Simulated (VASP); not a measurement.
Here is a VASP 6.6.1 calculation.

INCAR

```
ALGO = Normal
EDIFF = 1E-7
ENCUT = 520
GGA = PS
ISIF = 2
ISMEAR = -1
LASPH = T
LCHARG = F
LREAL = F
LWAVE = F
NBANDS = 26
NELM = 60
PREC = Accurate
SIGMA = 0.02
```

KPOINTS

```
k-points
0
Gamma
  12 12 4
```

POSCAR

```
CuF
1.0
    3.2105116918      0.0000000000      0.0000000000
   -1.6052558459      2.7803846843      0.0000000000
    0.0000000000      0.0000000000      5.1105436046
Cu F
2 2
Direct
    0.0000000000      0.0000000000      0.0000000000
    0.0000000000      0.0000000000      0.5000000000
    0.3333333333      0.6666666667      0.2500000000
    0.6666666667      0.3333333333      0.7500000000
```

Potentials or basis: VASP PAW PBE potentials, release 64 (Cu, F).

Command:

```bash
$ cat potpaw_PBE.64/Cu/POTCAR potpaw_PBE.64/F/POTCAR > POTCAR
$ mpirun -np 1 vasp_std > vasp.out
```

Question: What does it give for the pressure?

Answer: -0.1 GPa.

Question: Estimate the band gap on the k mesh.

Answer: Zero (bands 18 and 19 overlap by 0.23 eV).

Stress tensor (GPa, compression positive):
```
-0.10  0.00  0.00
 0.00 -0.10  0.00
 0.00  0.00  0.01
```

Caveat: semilocal functionals underestimate gaps, and a narrow one can read as zero; the PAW data sets were made with another functional, which shifts forces and pressure a little. With open d or f shells a metallic result of PBEsol can be an artefact of self-interaction; +U or a hybrid may open a gap.
